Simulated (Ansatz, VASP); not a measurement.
**Os: VASP beside Ansatz**

The input INCAR:

```
PREC = Accurate
ENCUT = 560
EDIFF = 1E-6
ISMEAR = -1
SIGMA = 0.08
LREAL = False
LASPH = True
NELM = 120
ALGO = Normal
ISIF = 2
LWAVE = False
LCHARG = False
GGA = PE
NBANDS = 23
GGA_COMPAT = False
```

Contents of KPOINTS:

```
Automatic mesh
0
Gamma
  13 13 13
```

File POSCAR:

```
Os
1.0
    0.0000000000      2.7780849445      2.7780849445
    2.7780849445      0.0000000000      2.7780849445
    2.7780849445      2.7780849445      0.0000000000
Os
2
Direct
   -0.1250000000     -0.1250000000     -0.1250000000
    0.1250000000      0.1250000000      0.1250000000
```

Input for Ansatz:

```yaml
crystal:
  lattice:
    - [0.0, 2.7780849445, 2.7780849445]
    - [2.7780849445, 0.0, 2.7780849445]
    - [2.7780849445, 2.7780849445, 0.0]
  atoms:
    - { symbol: Os, position: [-0.125, -0.125, -0.125] }
    - { symbol: Os, position: [0.125, 0.125, 0.125] }
kpoints:
  mp_grid: { grid: [13, 13, 13] }
  band_path:
    path:
      - [0.0, 0.0, 0.0]
      - [0.5, 0.0, 0.5]
      - [0.625, 0.25, 0.625]
      - [0.375, 0.375, 0.75]
      - [0.0, 0.0, 0.0]
      - [0.5, 0.5, 0.5]
      - [0.5, 0.25, 0.75]
      - [0.5, 0.0, 0.5]
    npoints: 8
scf:
  occupations: { method: fermi_dirac, width: 0.08 }
hamiltonian:
  xc: pbe
  pseudopotentials: { kind: paw }
output:
  forces: true
  stress: true
  eigenvalues: true
  populations: true
  dos: { projected: true, de: 0.2, e_range: [-14, 8] }
```

Change from the starting cell: volume scaled by 1, PAW files.

Alike in both runs: task single point; functional PBE; k mesh 13 × 13 × 13; occupations fermi-dirac, width 0.08 eV; no spin polarisation.

|  | VASP | Ansatz |
| --- | --- | --- |
| version | VASP 6.6.1 | Ansatz 0.2.0 |
| potentials or method | VASP PAW PBE potentials, release 64 (Os_sv_GW) | PAW with Ansatz's default frozen-core files, scalar-relativistic |
| plane-wave cutoff (eV) | 560 | 420 |
| valence electrons in the cell | 32 | 32 |

|  | VASP | Ansatz | Ansatz less VASP |
| --- | --- | --- | --- |
| pressure (GPa) | -0.8 | 0.0 | +0.77 |

The functional is the same, so the differences come from potentials, cutoffs and numerics.

Neither program's run includes spin-orbit coupling.
